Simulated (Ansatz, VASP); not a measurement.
## Ti2C5 in VASP and in Ansatz

```
CELL_PARAMETERS angstrom
3.27274 0.00000 0.00000
-1.63637 2.83428 0.00000
0.00000 0.00000 9.81313
ATOMIC_POSITIONS crystal
Ti 0.66667 0.33333 0.85564
Ti 0.66667 0.33333 0.14436
C 0.00000 0.00000 0.23398
C 0.00000 0.00000 0.76602
C 0.00000 0.00000 0.50000
C 0.00000 0.00000 0.36937
C 0.00000 0.00000 0.63063
```

Alike in both runs: task relaxation of cell and atoms; functional PBE; k mesh 12 × 12 × 4; occupations gaussian, width 0.1 eV; no spin polarisation.

|  | VASP | Ansatz |
| --- | --- | --- |
| version | VASP 6.6.1 | Ansatz 0.2.0 |
| potentials or method | VASP PAW PBE potentials, release 64 (Ti_sv, C), cutoff 600 eV | scalar-relativistic, plane waves, PAW |
| valence electrons in the cell | 44 | 44 |

|  | VASP | Ansatz | Ansatz less VASP |
| --- | --- | --- | --- |
| gap on the k mesh at the Fermi level, each at its own relaxed structure (eV) | none | none | - |
| relaxed volume (Å³/atom) | 12.90 | 12.92 | +0.021 |
| relaxed cell length with the largest relative difference (Å) | 9.825 | 9.833 | +0.0086 |

A gap of «none» marks a metal or a gap that the smearing closes.
